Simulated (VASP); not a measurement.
Write the native input for VASP 6.6.1 that does the following.

| Item | Value |
| --- | --- |
| Task | single point |
| Functional | PBE |
| Potentials or basis | VASP PAW PBE potentials, release 64 (Zr_sv, C) |
| Cutoff | 520 eV |
| k mesh | 3 × 2 × 3 |
| Occupations | fermi-dirac, width 0.1 eV |
| Spin | no spin polarisation |
| Dipole correction | no |
| Further INCAR settings | ALGO = Normal; EDIFF = 1e-06; NBANDS = 86 |

The structure of Zr12C (a cell with a defect) lies in POSCAR:

```
Zr12C
1.0
    6.4600000000      0.0000000000      0.0000000000
   -4.8450000000      8.3917860000      0.0000000000
    0.0000000000      0.0000000000      5.1453900000
Zr C
12 1
Direct
   -0.0260191796     -0.0255487926      0.0074241214
    0.1650442451      0.2331446488      0.4651736797
    0.0131258271      0.3284402152     -0.0086873881
    0.1918682488      0.5556385732      0.4950062094
    0.0147157359      0.6754104549     -0.0407743631
    0.1527076753      0.8999157033      0.5151213028
    0.4711458724     -0.0229510142      0.0364986911
    0.6787329934      0.2348844453      0.4927906339
    0.5196809475      0.3552402313      0.0259649900
    0.6747810535      0.5485006410      0.4692744379
    0.4950903904      0.6660441532      0.0019046175
    0.6520549166      0.8866408176      0.5361887048
    0.3152379128      0.7677269177      0.2791625125
```

The input as run:

INCAR

```
SYSTEM = Zr12C
ALGO = Normal ; EDIFF = 1E-6
ENCUT = 520 ; GGA = PE
ISIF = 2 ; ISMEAR = -1
LASPH = .TRUE. ; LCHARG = .FALSE.
LREAL = .FALSE. ; LWAVE = .FALSE.
NBANDS = 86 ; NELM = 100
PREC = Accurate ; SIGMA = 0.1
```

KPOINTS

```
k-points
0
G
  3 2 3
  0 0 0
```

Potentials or basis: VASP PAW PBE potentials, release 64 (Zr_sv, C).

Command:

```sh
$ cat potpaw_PBE.64/Zr_sv/POTCAR potpaw_PBE.64/C/POTCAR > POTCAR
$ mpirun -np 1 vasp_std > vasp.out
```

Results of the run:

```
Pressure               : 5.1 GPa
Largest force          : 2.314 eV/Å
Band gap on the k mesh : zero (bands 74 and 75 overlap by 0.18 eV)
```

Caveat: the k points lie up to 0.41 Å⁻¹ apart.

Run time: 10 min on 1 thread of Intel Xeon 8259CL, with other jobs on the host, peak memory 0.43 GiB.
